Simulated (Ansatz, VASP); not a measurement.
Ti in VASP and in Ansatz

POSCAR

```
Ti
1.0
    0.0000000000      2.0216567000      2.0216567000
    2.0216567000      0.0000000000      2.0216567000
    2.0216567000      2.0216567000      0.0000000000
Ti
1
Direct
    0.0000000000      0.0000000000      0.0000000000
```

Contents of INCAR.step1:

```
SYSTEM = Ti
  PREC = Accurate
  ENCUT = 520
  ISMEAR = 0
  SIGMA = 0.1
  LREAL = .FALSE.
  LASPH = .TRUE.
  NELM = 80
  NBANDS = 12
  GGA = PE
  ALGO = Normal
  EDIFF = 1E-4
  LWAVE = .TRUE.
  LCHARG = .FALSE.
```

File INCAR.step2:

```
SYSTEM = Ti
  PREC = Accurate
  ENCUT = 520
  EDIFF = 1E-6
  ISMEAR = 0
  SIGMA = 0.1
  LREAL = .FALSE.
  LASPH = .TRUE.
  NELM = 80
  ALGO = Normal
  ISIF = 2
  LWAVE = .FALSE.
  LCHARG = .FALSE.
  METAGGA = R2SCAN
  LMIXTAU = .TRUE.
  NBANDS = 12
  ISTART = 1
```

The input KPOINTS:

```
Automatic mesh
0
G
  18 18 18
  0 0 0
```

Input for Ansatz:

```yaml
crystal:
  lattice:
    - [0.0, 2.0216567, 2.0216567]
    - [2.0216567, 0.0, 2.0216567]
    - [2.0216567, 2.0216567, 0.0]
  atoms:
    - { symbol: Ti, position: [0.0, 0.0, 0.0] }
basis:
  ecutwfc: 500
kpoints:
  mp_grid: { grid: [18, 18, 18] }
hamiltonian:
  xc: r2scan
scf:
  occupations: { method: gaussian, width: 0.1 }
output:
  forces: true
  stress: true
  eigenvalues: true
  write_density: true
  write_potential: true
  elf: true
  volumetric_format: npy
```

Alike in both runs: task single point; functional r2SCAN; k mesh 18 × 18 × 18; occupations gaussian, width 0.1 eV; no spin polarisation.

```csv
,VASP,Ansatz
version,VASP 6.6.1,Ansatz 0.2.0
potentials or method,"VASP PAW PBE potentials, release 64 (Ti_sv), cutoff 520 eV","scalar-relativistic, plane waves, PAW"
valence electrons in the cell,12,12
```

Ansatz gave:

* gap on the k mesh at the Fermi level (eV): none
* pressure (GPa): 6.0

Q: Estimate VASP's values.

A: gap on the k mesh at the Fermi level (eV): none; pressure (GPa): 6.4.

VASP's potentials were made for PBE, not for r2SCAN. A gap of «none» marks a metal or a gap that the smearing closes.
